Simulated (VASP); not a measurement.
# AlAu (Pm-3m) in VASP: a series of runs

The runs below take AlAu through relaxation of the atoms, single point, with LDA.

Program: VASP 6.6.1. These are calculated values, not measurements. Logs are shortened: lines on timing, memory, paths and dates and some standing lists are left out, and cuts for length are marked.

### 1 The cell of the first run

Symmetry: Pm-3m, No. 221, cubic system. Conventional cell: a = 3.054 Å, b = 3.054 Å, c = 3.054 Å, α = 90.00°, β = 90.00°, γ = 90.00°. Within 3.5 Å of Al (site symmetry m-3m) lie 8 Au at 2.64 Å and 6 Al at 3.05 Å. Within 3.5 Å of Au (site symmetry m-3m) lie 8 Al at 2.64 Å and 6 Au at 3.05 Å.

### 2 Relaxation of the atoms, LDA

Input file INCAR:

```
ALGO = Normal ; EDIFF = 1E-7
EDIFFG = -0.01 ; ENCUT = 520
GGA = CA ; IBRION = 2
ISIF = 2 ; ISMEAR = -1
LASPH = True ; LCHARG = False
LREAL = False ; LWAVE = False
NELM = 60 ; NSW = 50
PREC = Accurate ; SIGMA = 0.05
```

Input file KPOINTS:

```
k-points
0
Gamma
  11 11 11
```

Input file POSCAR:

```
AlAu
1.0
    3.0539378551      0.0000000000      0.0000000000
    0.0000000000      3.0539378551      0.0000000000
    0.0000000000      0.0000000000      3.0539378551
Al Au
1 1
Direct
    0.0000000000      0.0000000000      0.0000000000
    0.5000000000      0.5000000000      0.5000000000
```

Potentials or basis: VASP PAW LDA potentials, release 64 (Al, Au).

The run is started by

```console
$ cat potpaw_LDA.64/Al/POTCAR potpaw_LDA.64/Au/POTCAR > POTCAR
$ mpirun -np 1 vasp_std > vasp.out
```

OUTCAR:

```text
EDIFF = 1E-7
   EDIFFG = -0.01
   ENCUT = 520
   GGA = CA
   IBRION = 2
   ISIF = 2
   ISMEAR = -1
   LASPH = True
   LREAL = False
   NELM = 60
   NSW = 50
   PREC = Accurate

 ion  position               nearest neighbor table
   1  0.000  0.000  0.000-   2 2.64   2 2.64   2 2.64   2 2.64   2 2.64   2 2.64   2 2.64   2 2.64

   2  0.500  0.500  0.500-   1 2.64   1 2.64   1 2.64   1 2.64   1 2.64   1 2.64   1 2.64   1 2.64

  LATTYP: Found a simple cubic cell.
 ALAT       =     3.0539378551

  Lattice vectors:

 A1 = (   3.0539378551,   0.0000000000,   0.0000000000)
 A2 = (   0.0000000000,   3.0539378551,   0.0000000000)
 A3 = (   0.0000000000,   0.0000000000,   3.0539378551)

Analysis of symmetry for initial positions (statically):
=====================================================================
 Subroutine PRICEL returns:
 Original cell was already a primitive cell.

 Routine SETGRP: Setting up the symmetry group for a
 simple cubic supercell.

 Subroutine GETGRP returns: Found 48 space group operations
 (whereof 48 operations were pure point group operations)
 out of a pool of 48 trial point group operations.

The static configuration has the point symmetry O_h .

Analysis of symmetry for dynamics (positions and initial velocities):
=====================================================================
 Subroutine PRICEL returns:
 Original cell was already a primitive cell.

 Routine SETGRP: Setting up the symmetry group for a
 simple cubic supercell.

 Subroutine GETGRP returns: Found 48 space group operations
 (whereof 48 operations were pure point group operations)
 out of a pool of 48 trial point group operations.

The dynamic configuration has the point symmetry O_h .

 Subroutine INISYM returns: Found 48 space group operations
 (whereof 48 operations are pure point group operations),
 and found     1 'primitive' translations

----------------------------------------------------------------------------------------

                                     Primitive cell

  volume of cell :      28.4827

  direct lattice vectors                    reciprocal lattice vectors
     3.053937855  0.000000000  0.000000000     0.327446087  0.000000000  0.000000000
     0.000000000  3.053937855  0.000000000     0.000000000  0.327446087  0.000000000
     0.000000000  0.000000000  3.053937855     0.000000000  0.000000000  0.327446087

  length of vectors
     3.053937855  3.053937855  3.053937855     0.327446087  0.327446087  0.327446087

  position of ions in fractional coordinates (direct lattice)
     0.000000000  0.000000000  0.000000000
     0.500000000  0.500000000  0.500000000

  ion indices of the primitive-cell ions
   primitive index   ion index
                 1           1
                 2           2

----------------------------------------------------------------------------------------

 KPOINTS: k-points

Automatic generation of k-mesh.
 Grid dimensions read from file:
 generate k-points for:   11   11   11

 Generating k-lattice:

  Cartesian coordinates                     Fractional coordinates (reciprocal lattice)
     0.029767826  0.000000000  0.000000000     0.090909091  0.000000000  0.000000000
     0.000000000  0.029767826  0.000000000     0.000000000  0.090909091  0.000000000
     0.000000000  0.000000000  0.029767826     0.000000000  0.000000000  0.090909091

  Length of vectors
     0.029767826  0.029767826  0.029767826

  Shift w.r.t. Gamma in fractional coordinates (k-lattice)
     0.000000000  0.000000000  0.000000000

 Subroutine IBZKPT returns following result:
 ===========================================

 Found     56 irreducible k-points:

 Following reciprocal coordinates:
            Coordinates               Weight
  0.000000  0.000000  0.000000      1.000000
  0.090909  0.000000  0.000000      6.000000
  0.181818  0.000000  0.000000      6.000000
  0.272727  0.000000  0.000000      6.000000
  0.363636  0.000000  0.000000      6.000000
  0.454545  0.000000  0.000000      6.000000
[... 16 lines left out ...]
  0.181818  0.090909  0.090909     24.000000
  0.272727  0.090909  0.090909     24.000000
 [... further k-points ...]
   k-points           NKPTS =     56   k-points in BZ     NKDIM =     56   number of bands    NBANDS=     11
   number of dos      NEDOS =    301   number of ions     NIONS =      2
   total plane-waves  NPLWV =  13824
   dimension x,y,z NGX =    24 NGY =   24 NGZ =   24
   dimension x,y,z NGXF=    48 NGYF=   48 NGZF=   48
   ions per type =               1   1
   NGX,Y,Z   is equivalent  to a cutoff of  13.06, 13.06, 13.06 a.u.
   NGXF,Y,Z  is equivalent  to a cutoff of  26.13, 26.13, 26.13 a.u.
 SYSTEM =  unknown system
   PREC   = accura    normal or accurate (medium, high low for compatibility)
   ISTART =      0    job   : 0-new  1-cont  2-samecut
   ICHARG =      2    charge: 1-file 2-atom 10-const
   ISPIN  =      1    spin polarized calculation?
   LNONCOLLINEAR =      F non collinear calculations
   LSORBIT =      F    spin-orbit coupling
   LASPH  =      T    aspherical Exc in radial PAW
   ENCUT  =  520.0 eV  38.22 Ry    6.18 a.u.   5.68  5.68  5.68*2*pi/ulx,y,z
   NELM   =     60;   NELMIN=  2; NELMDL= -5     # of ELM steps
   EDIFF  = 0.1E-06   stopping-criterion for ELM
   LREAL  =      F    real-space projection
   EDIFFG = -.1E-01   stopping-criterion for IOM
   NSW    =     50    number of steps for IOM
   IBRION =      2    ionic relax: 0-MD 1-quasi-New 2-CG
   NFREE  =      1    steps in history (QN), initial steepest desc. (CG)
   ISIF   =      2    stress and relaxation
   ISYM   =      2    0-nonsym 1-usesym 2-fastsym
   POTIM  = 0.5000    time-step for ionic-motion
   TEBEG  =    0.0;   TEEND  =   0.0 temperature during run
   PSTRESS=    0.0 pullay stress
   NELECT =      14.0000    total number of electrons
   NUPDOWN=      -1.0000    fix difference up-down
   EMIN   =  10.00;   EMAX   =-10.00  energy-range for DOS
   EFERMI =   0.00;   METHOD = LEGACY
   ISMEAR =    -1;   SIGMA  =   0.05  broadening in eV -4-tet -1-fermi 0-gaus
   EFERMI_NEDOS =   21; number of points for ismear=-14 and -15
   IALGO  =     38    algorithm
   IMIX   =      4    mixing-type and parameters
     AMIX     =   0.40;   BMIX     =  1.00
     AMIX_MAG =   1.60;   BMIX_MAG =  1.00
  volume/ion in A,a.u.               =      14.24        96.11
  Fermi-wavevector in a.u.,A,eV,Ry     =   1.291985  2.441497 22.711172  1.669224
  Thomas-Fermi vector in A             =   2.423721
   LORBIT       =      0    0 simple, 1 ext, 2 COOP (PROOUT), +10 PAW based schemes
   GGA     = CA    functional components
   LHFCALC =     F    Hartree Fock is set to
   AEXX    =    0.0000 exact exchange contribution
   IVDW    =     0    specifies the selected vdW correction
   LEPSILON=     F    determine dielectric tensor
   LRPA    =     F    only Hartree local field effects (RPA)
 conjugate gradient relaxation of ions
 non-spin polarized calculation
  energy-cutoff  :      520.00
  volume of cell :       28.48
 maximum number of plane-waves:       784
 NGX is ok and might be reduce to    24
   NGX = 11   NGY = 11   NGZ = 11

 number of electron      14.0000000 magnetization

 Free energy of the ion-electron system (eV)
  ---------------------------------------------------
  ext. energy  EPLUGINS =         0.00000000
  ---------------------------------------------------
  free energy    TOTEN  =        -9.08228292 eV

  energy without entropy =       -9.07608265  energy(sigma->0) =       -9.07918279

 E-fermi :  12.1157     XC(G=0): -12.4983

 val. band max:       12.1071798492   @ k =   0.4545   0.3636   0.0000
 cond. band min:      12.1781156583   @ k =   0.4545   0.4545   0.3636
 fundamental gap:      0.0709358090
 Fermi energy:        12.1157420231

 k-point     1 :       0.0000    0.0000    0.0000
  band No.  band energies     occupation
      1      -1.0278      2.00000
      2       4.0357      2.00000
      3       4.0357      2.00000
      4       6.5671      2.00000
      5       6.5671      2.00000
      6       6.5671      2.00000
      7      14.7868      0.00000
      8      14.7868      0.00000
      9      14.7868      0.00000
     10      19.7478      0.00000
     11      19.7478      0.00000

 k-point     2 :       0.0909    0.0000    0.0000
  band No.  band energies     occupation
      1      -0.8743      2.00000
      2       4.0702      2.00000
      3       4.1039      2.00000
      4       6.4554      2.00000
      5       6.4554      2.00000
      6       6.5793      2.00000
      7      13.7935      0.00000
      8      15.0343      0.00000
      9      15.0343      0.00000
     10      19.5186      0.00000
     11      20.0670      0.00000

 k-point     3 :       0.1818    0.0000    0.0000
  band No.  band energies     occupation
      1      -0.4250      2.00000
      2       4.1646      2.00000
      3       4.2723      2.00000
      4       6.1767      2.00000
      5       6.1767      2.00000
      6       6.6123      2.00000
      7      11.9925      1.84342
      8      15.7191      0.00000
      9      15.7191      0.00000
     10      18.9408      0.00000
     11      20.3061      0.00000
[... 267 lines left out ...]
 k-point    23 :       0.1818    0.0909    0.0909
  band No.  band energies     occupation
      1      -0.1271      2.00000
      2       4.2858      2.00000
      3       4.3737      2.00000
      4       6.0422      2.00000
      5       6.0748      2.00000
      6       6.3967      2.00000
      7      12.4083      0.00574
      8      14.7699      0.00000
      9      14.8952      0.00000
     10      19.9814      0.00000
     11      21.4335      0.00000

 k-point    24 :       0.2727    0.0909    0.0909
  band No.  band energies     occupation
      1       0.5683      2.00000
      2       4.4149      2.00000
      3       4.4861      2.00000
      4       5.7227      2.00000
      5       5.8003      2.00000
      6       6.4457      2.00000
      7      10.6610      2.00000
      8      15.6006      0.00000
      9      15.7213      0.00000
     10      19.3839      0.00000
     11      21.9799      0.00000

 [... further k-points ...]

------------------------ aborting loop because EDIFF is reached ----------------------------------------

  FORCE on cell =-STRESS in cart. coord.  units (eV):
  Direction    XX          YY          ZZ          XY          YZ          ZX
  --------------------------------------------------------------------------------------
  -------------------------------------------------------------------------------------
  Total        3.0838822      3.0838822      3.0838822      0.0000000      0.0000000     -0.0000000
  in kB      173.4713559    173.4713559    173.4713559      0.0000000      0.0000000     -0.0000000
  external PRESSURE =     173.4713559 kB  Pullay stress =       0.0000000 kB

 VOLUME and BASIS-vectors are now :
 -----------------------------------------------------------------------------
  energy-cutoff  :      520.00
  volume of cell :       28.48
      direct lattice vectors                 reciprocal lattice vectors
     3.053937855  0.000000000  0.000000000     0.327446087  0.000000000  0.000000000
     0.000000000  3.053937855  0.000000000     0.000000000  0.327446087  0.000000000
     0.000000000  0.000000000  3.053937855     0.000000000  0.000000000  0.327446087

 POSITION                                       TOTAL-FORCE (eV/Angst)
 -----------------------------------------------------------------------------------
      0.00000      0.00000      0.00000         0.000000      0.000000      0.000000
      1.52697      1.52697      1.52697         0.000000      0.000000      0.000000
 -----------------------------------------------------------------------------------
    total drift:                                0.000000     -0.000000     -0.000000

  FREE ENERGIE OF THE ION-ELECTRON SYSTEM (eV)
  ---------------------------------------------------
  free  energy   TOTEN  =        -9.0822829235 eV

  energy  without entropy=       -9.0760826548  energy(sigma->0) =       -9.07918279

 reached required accuracy - stopping structural energy minimisation
```

Run time: 4.3 s. Hardware: 1 thread of Intel Xeon Platinum 8559C (Emerald Rapids), shared host; peak memory 0.14 GiB.

What came out:

- Free energy: -9.0823 eV
- Pressure after relaxing: 17.3 GPa
- Band gap on the k mesh: zero (band 7 reaches 14.79 eV, above the bottom of band 8 at 11.06 eV)

Final structure:
```yaml
crystal:
  lattice:
    - [3.05394, 0.00000, 0.00000]
    - [0.00000, 3.05394, 0.00000]
    - [0.00000, 0.00000, 3.05394]
  atoms:
    - { symbol: Al, position: [0.00000, 0.00000, 0.00000] }
    - { symbol: Au, position: [0.50000, 0.50000, 0.50000] }
```

Levels at points of the mesh, in eV from the Fermi level:
| k point | band 3 | band 4 | band 5 | band 6 | band 7 | band 8 | band 9 | band 10 | band 11 |
| --- | --- | --- | --- | --- | --- | --- | --- | --- | --- |
| (0.00, 0.00, 0.00) | -8.08 | -5.55 | -5.55 | -5.55 | 2.67 | 2.67 | 2.67 | 7.63 | 7.63 |

Caveat: the relaxation stopped at its first step, so nothing moved; spin-orbit coupling is left out, which moves the levels of the heavy elements.

(Continued in part 2 of 2.)
